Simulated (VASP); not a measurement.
# CdSe (P6_3mc) in VASP: notebook

CdSe is run at these levels: PBE; tasks: single point.

Program: VASP 6.6.1. These are calculated values, not measurements. Logs are shortened: lines on timing, memory, paths and dates and some standing lists are left out, and cuts for length are marked.

## Step 1: The cell of the first run

It takes space group P6_3mc (No. 186, hexagonal). Conventional cell: a = 4.300 Å, b = 4.300 Å, c = 7.020 Å, α = 90.00°, β = 90.00°, γ = 120.00°. Within 3.4 Å of Cd (site symmetry 3m) lie 4 Se at 2.61 to 2.70 Å. Se (site symmetry 3m) has 4 Cd at 2.61 to 2.70 Å within 3.4 Å.

## Step 2: Single point, PBE

File INCAR:

```
PREC = Accurate ; ENCUT = 520
EDIFF = 1E-6 ; ISMEAR = 0
SIGMA = 0.011 ; LREAL = False
LASPH = True ; NELM = 80
ALGO = Normal ; ISIF = 2
LWAVE = False ; LCHARG = True
GGA = PE ; LELF = True
LVHAR = True ; NBANDS = 26
```

File KPOINTS:

```
regular mesh
0
Gamma
  7 7 4
```

File POSCAR:

```
CdSe
1.0
    4.3000000000      0.0000000000      0.0000000000
   -2.1500000000      3.7239092363      0.0000000000
    0.0000000000      0.0000000000      7.0200000000
Cd Se
2 2
Direct
    0.6666666667      0.3333333333      0.5000000000
    0.3333333333      0.6666666667      0.0000000000
    0.6666666667      0.3333333333      0.8850000000
    0.3333333333      0.6666666667      0.3850000000
```

Potentials or basis: VASP PAW PBE potentials, release 64 (Cd, Se).

Started as:

```sh
$ cat potpaw_PBE.64/Cd/POTCAR potpaw_PBE.64/Se/POTCAR > POTCAR
$ mpirun -np 1 vasp_std > vasp.out
```

OUTCAR:

```text
PREC = Accurate
   ENCUT = 520
   EDIFF = 1E-6
   ISMEAR = 0
   LREAL = False
   LASPH = True
   NELM = 80
   ISIF = 2
   GGA = PE

 ion  position               nearest neighbor table
   1  0.667  0.333  0.500-   4 2.61   4 2.61   4 2.61   3 2.70
   2  0.333  0.667  0.000-   3 2.61   3 2.61   3 2.61   4 2.70
   3  0.667  0.333  0.885-   2 2.61   2 2.61   2 2.61   1 2.70
   4  0.333  0.667  0.385-   1 2.61   1 2.61   1 2.61   2 2.70

  LATTYP: Found a hexagonal cell.
 ALAT       =     4.3000000000
 C/A-ratio  =     1.6325581395

  Lattice vectors:

 A1 = (   4.3000000000,   0.0000000000,   0.0000000000)
 A2 = (  -2.1500000000,   3.7239092363,   0.0000000000)
 A3 = (   0.0000000000,   0.0000000000,   7.0200000000)

Analysis of symmetry for initial positions (statically):
=====================================================================
 Subroutine PRICEL returns:
 Original cell was already a primitive cell.

 Routine SETGRP: Setting up the symmetry group for a
 hexagonal supercell.

 Subroutine GETGRP returns: Found 12 space group operations
 (whereof  6 operations were pure point group operations)
 out of a pool of 24 trial point group operations.

The static configuration has the point symmetry C_3v.
 The point group associated with its full space group is C_6v.

Analysis of symmetry for dynamics (positions and initial velocities):
=====================================================================
 Subroutine PRICEL returns:
 Original cell was already a primitive cell.

 Routine SETGRP: Setting up the symmetry group for a
 hexagonal supercell.

 Subroutine GETGRP returns: Found 12 space group operations
 (whereof  6 operations were pure point group operations)
 out of a pool of 24 trial point group operations.

The dynamic configuration has the point symmetry C_3v.
 The point group associated with its full space group is C_6v.

 Subroutine INISYM returns: Found 12 space group operations
 (whereof  6 operations are pure point group operations),
 and found     1 'primitive' translations

----------------------------------------------------------------------------------------

                                     Primitive cell

  volume of cell :     112.4099

  direct lattice vectors                    reciprocal lattice vectors
     4.300000000  0.000000000  0.000000000     0.232558140  0.134267504  0.000000000
    -2.150000000  3.723909236  0.000000000     0.000000000  0.268535009  0.000000000
     0.000000000  0.000000000  7.020000000     0.000000000  0.000000000  0.142450142

  length of vectors
     4.300000000  4.300000000  7.020000000     0.268535009  0.268535009  0.142450142

  position of ions in fractional coordinates (direct lattice)
     0.666666667  0.333333333  0.500000000
     0.333333333  0.666666667  0.000000000
     0.666666667  0.333333333  0.885000000
     0.333333333  0.666666667  0.385000000

  ion indices of the primitive-cell ions
   primitive index   ion index
                 1           1
                 2           2
                 3           3
                 4           4

----------------------------------------------------------------------------------------

 KPOINTS: regular mesh

Automatic generation of k-mesh.
 Grid dimensions read from file:
 generate k-points for:    7    7    4

 Generating k-lattice:

  Cartesian coordinates                     Fractional coordinates (reciprocal lattice)
     0.033222591  0.019181072  0.000000000     0.142857143  0.000000000  0.000000000
     0.000000000  0.038362144  0.000000000     0.000000000  0.142857143  0.000000000
     0.000000000  0.000000000  0.035612536     0.000000000  0.000000000  0.250000000

  Length of vectors
     0.038362144  0.038362144  0.035612536

  Shift w.r.t. Gamma in fractional coordinates (k-lattice)
     0.000000000  0.000000000  0.000000000

 Subroutine IBZKPT returns following result:
 ===========================================

 Found     24 irreducible k-points:

 Following reciprocal coordinates:
            Coordinates               Weight
  0.000000  0.000000  0.000000      1.000000
  0.142857  0.000000  0.000000      6.000000
  0.285714 -0.000000  0.000000      6.000000
  0.428571 -0.000000  0.000000      6.000000
  0.142857  0.142857  0.000000      6.000000
  0.285714  0.142857  0.000000     12.000000
[... 16 lines left out ...]
  0.428571  0.142857  0.500000      6.000000
  0.285714  0.285714  0.500000      6.000000
   k-points           NKPTS =     24   k-points in BZ     NKDIM =     24   number of bands    NBANDS=     26
   number of dos      NEDOS =    301   number of ions     NIONS =      4
   total plane-waves  NPLWV =  55296
   dimension x,y,z NGX =    32 NGY =   32 NGZ =   54
   dimension x,y,z NGXF=    64 NGYF=   64 NGZF=  108
   ions per type =               2   2
   NGX,Y,Z   is equivalent  to a cutoff of  12.37, 12.37, 12.79 a.u.
   NGXF,Y,Z  is equivalent  to a cutoff of  24.74, 24.74, 25.58 a.u.
 SYSTEM =  unknown system
   PREC   = accura    normal or accurate (medium, high low for compatibility)
   ISTART =      0    job   : 0-new  1-cont  2-samecut
   ICHARG =      2    charge: 1-file 2-atom 10-const
   ISPIN  =      1    spin polarized calculation?
   LNONCOLLINEAR =      F non collinear calculations
   LSORBIT =      F    spin-orbit coupling
   LASPH  =      T    aspherical Exc in radial PAW
   ENCUT  =  520.0 eV  38.22 Ry    6.18 a.u.   8.00  8.00 13.05*2*pi/ulx,y,z
   NELM   =     80;   NELMIN=  2; NELMDL= -5     # of ELM steps
   EDIFF  = 0.1E-05   stopping-criterion for ELM
   LREAL  =      F    real-space projection
   EDIFFG = 0.1E-04   stopping-criterion for IOM
   NSW    =      0    number of steps for IOM
   IBRION =     -1    ionic relax: 0-MD 1-quasi-New 2-CG
   NFREE  =      0    steps in history (QN), initial steepest desc. (CG)
   ISIF   =      2    stress and relaxation
   ISYM   =      2    0-nonsym 1-usesym 2-fastsym
   POTIM  = 0.5000    time-step for ionic-motion
   TEBEG  =    0.0;   TEEND  =   0.0 temperature during run
   PSTRESS=    0.0 pullay stress
   NELECT =      36.0000    total number of electrons
   NUPDOWN=      -1.0000    fix difference up-down
   EMIN   =  10.00;   EMAX   =-10.00  energy-range for DOS
   EFERMI =   0.00;   METHOD = LEGACY
   ISMEAR =     0;   SIGMA  =   0.01  broadening in eV -4-tet -1-fermi 0-gaus
   EFERMI_NEDOS =   21; number of points for ismear=-14 and -15
   IALGO  =     38    algorithm
   IMIX   =      4    mixing-type and parameters
     AMIX     =   0.40;   BMIX     =  1.00
     AMIX_MAG =   1.60;   BMIX_MAG =  1.00
  volume/ion in A,a.u.               =      28.10       189.64
  Fermi-wavevector in a.u.,A,eV,Ry     =   1.120059  2.116604 17.068937  1.254531
  Thomas-Fermi vector in A             =   2.256702
   LORBIT       =      0    0 simple, 1 ext, 2 COOP (PROOUT), +10 PAW based schemes
   GGA     = PE    functional components
   LHFCALC =     F    Hartree Fock is set to
   AEXX    =    0.0000 exact exchange contribution
   IVDW    =     0    specifies the selected vdW correction
   LEPSILON=     F    determine dielectric tensor
   LRPA    =     F    only Hartree local field effects (RPA)
 non-spin polarized calculation
 Gauss-broadening in eV      SIGMA  =   0.01
  energy-cutoff  :      520.00
  volume of cell :      112.41
 maximum number of plane-waves:      3042
 NGX is ok and might be reduce to    32
   NGX = 15   NGY = 15   NGZ = 27

 number of electron      35.9999998 magnetization

 Free energy of the ion-electron system (eV)
  ---------------------------------------------------
  ext. energy  EPLUGINS =         0.00000000
  ---------------------------------------------------
  free energy    TOTEN  =       -10.90422397 eV

  energy without entropy =      -10.90422397  energy(sigma->0) =      -10.90422397

 E-fermi :   0.9907     XC(G=0):  -8.8819

 val. band max:        0.9365642225   @ k =   0.0000   0.0000   0.0000
 cond. band min:       1.6391811069   @ k =   0.0000   0.0000   0.0000
 fundamental gap:      0.7026168844
 Fermi energy:         0.9907152347

 k-point     1 :       0.0000    0.0000    0.0000
  band No.  band energies     occupation
      1     -11.6579      2.00000
      2     -11.2918      2.00000
      3      -6.9988      2.00000
      4      -6.9988      2.00000
      5      -6.9433      2.00000
      6      -6.9433      2.00000
[... 18 lines left out ...]
     25       7.9283      0.00000
     26       8.6656      0.00000

 k-point     2 :       0.1429    0.0000    0.0000
  band No.  band energies     occupation
      1     -11.5948      2.00000
      2     -11.2613      2.00000
      3      -6.9726      2.00000
      4      -6.9617      2.00000
      5      -6.9144      2.00000
      6      -6.9102      2.00000
[... 18 lines left out ...]
     25       8.2893      0.00000
     26       8.4172      0.00000

 k-point     3 :       0.2857   -0.0000    0.0000
  band No.  band energies     occupation
      1     -11.4441      2.00000
      2     -11.1994      2.00000
      3      -6.9203      2.00000
      4      -6.9067      2.00000
      5      -6.8353      2.00000
      6      -6.8111      2.00000
[... 18 lines left out ...]
     25       8.5966      0.00000
     26       8.9502      0.00000

 k-point     4 :       0.4286   -0.0000    0.0000
  band No.  band energies     occupation
      1     -11.3054      2.00000
      2     -11.1659      2.00000
      3      -6.8883      2.00000
      4      -6.8862      2.00000
      5      -6.7767      2.00000
      6      -6.7309      2.00000
[... 18 lines left out ...]
     25       8.8672      0.00000
     26      10.1339      0.00000
[... 496 lines left out ...]
      1     -11.2490      2.00000
      2     -11.2490      2.00000
      3      -6.8556      2.00000
      4      -6.8556      2.00000
      5      -6.8306      2.00000
      6      -6.8306      2.00000
[... 18 lines left out ...]
     25       8.6983      0.00000
     26       8.6983      0.00000

 k-point    23 :       0.4286    0.1429    0.5000
  band No.  band energies     occupation
      1     -11.2052      2.00000
      2     -11.2052      2.00000
      3      -6.8364      2.00000
      4      -6.8364      2.00000
      5      -6.8228      2.00000
      6      -6.8228      2.00000
[... 18 lines left out ...]
     25       9.3336      0.00000
     26       9.3336      0.00000

 k-point    24 :       0.2857    0.2857    0.5000
  band No.  band energies     occupation
      1     -11.1952      2.00000
      2     -11.1952      2.00000
      3      -6.8289      2.00000
      4      -6.8289      2.00000
      5      -6.8100      2.00000
      6      -6.8100      2.00000
[... 18 lines left out ...]
     25       9.0074      0.00000
     26       9.0074      0.00000

------------------------ aborting loop because EDIFF is reached ----------------------------------------

  FORCE on cell =-STRESS in cart. coord.  units (eV):
  Direction    XX          YY          ZZ          XY          YZ          ZX
  --------------------------------------------------------------------------------------
  -------------------------------------------------------------------------------------
  Total        2.8297314      2.8297314      1.3540470      0.0000000      0.0000000      0.0000000
  in kB       40.3321287     40.3321287     19.2992165      0.0000000      0.0000000      0.0000000
  external PRESSURE =      33.3211580 kB  Pullay stress =       0.0000000 kB

 VOLUME and BASIS-vectors are now :
 -----------------------------------------------------------------------------
  energy-cutoff  :      520.00
  volume of cell :      112.41
      direct lattice vectors                 reciprocal lattice vectors
     4.300000000  0.000000000  0.000000000     0.232558140  0.134267504  0.000000000
    -2.150000000  3.723909236  0.000000000     0.000000000  0.268535009  0.000000000
     0.000000000  0.000000000  7.020000000     0.000000000  0.000000000  0.142450142

 POSITION                                       TOTAL-FORCE (eV/Angst)
 -----------------------------------------------------------------------------------
      2.15000      1.24130      3.51000         0.000000     -0.000000      0.291235
     -0.00000      2.48261      0.00000         0.000000      0.000000      0.291235
      2.15000      1.24130      6.21270         0.000000      0.000000     -0.291235
     -0.00000      2.48261      2.70270        -0.000000     -0.000000     -0.291235
 -----------------------------------------------------------------------------------
    total drift:                               -0.000000     -0.000000      0.000083

  FREE ENERGIE OF THE ION-ELECTRON SYSTEM (eV)
  ---------------------------------------------------
  free  energy   TOTEN  =       -10.9042239738 eV

  energy  without entropy=      -10.9042239738  energy(sigma->0) =      -10.90422397
```

Wall time 30 s (1 thread of Intel Xeon 6975P-C (Granite Rapids), shared host); peak memory 0.25 GiB.

Results:

| Property | Result |
| --- | --- |
| Free energy | -10.9042 eV |
| Pressure | 3.3 GPa |
| Largest force | 0.291 eV/Å |
| Band gap on the k mesh | 0.70 eV |

Forces on the atoms (eV/Å):
```
Cd   0.000  0.000  0.291
Cd   0.000  0.000  0.291
Se   0.000  0.000 -0.291
Se   0.000  0.000 -0.291
```

Caveat: the cell stands under pressure; semilocal functionals underestimate gaps, and a narrow one can read as zero. PBE gaps usually lie below the measured ones, often by a third to a half.

## Step 3: Single point, PBE

File INCAR:

```
PREC = Accurate
ENCUT = 520
EDIFF = 1E-6
ISMEAR = 0
SIGMA = 0.028999999999999998
LREAL = F
LASPH = T
NELM = 80
ALGO = Normal
ISIF = 2
LWAVE = F
LCHARG = T
GGA = PE
LELF = T
LVHAR = T
NBANDS = 26
```

KPOINTS is that of step 2.

POSCAR is that of step 2.

Potentials or basis: VASP PAW PBE potentials, release 64 (Cd, Se).

Started as:

```sh
$ cat potpaw_PBE.64/Cd/POTCAR potpaw_PBE.64/Se/POTCAR > POTCAR
$ mpirun -np 1 vasp_std > vasp.out
```

Wall time 28 s (1 thread of Intel Xeon 6975P-C (Granite Rapids), shared host); peak memory 0.25 GiB.

Results (log left out):

* Free energy: -10.9042 eV
* Pressure: 3.3 GPa
* Largest force: 0.291 eV/Å
* Band gap on the k mesh: 0.70 eV

Forces on the atoms (eV/Å):
```
Cd   0.000  0.000  0.291
Cd   0.000  0.000  0.291
Se   0.000  0.000 -0.291
Se   0.000  0.000 -0.291
```

Stress tensor (GPa, compression positive):
```
4.03 0.00 0.00
0.00 4.03 0.00
0.00 0.00 1.93
```

Levels at points of the mesh, in eV from the valence-band top:
```csv
k point,band 14,band 15,band 16,band 17,band 18,band 19,band 20,band 21,band 22,band 23
"(0.00, 0.00, 0.00)",-0.72,-0.72,-0.01,0.00,0.00,0.70,2.12,5.88,5.88,6.14
"(0.00, 0.00, 0.50)",-2.57,-0.37,-0.37,-0.37,-0.37,2.34,2.34,5.83,5.83,6.25
```

Caveat: the cell stands under pressure; semilocal functionals underestimate gaps, and a narrow one can read as zero. As with any semilocal functional, this PBE gap is likely too small.
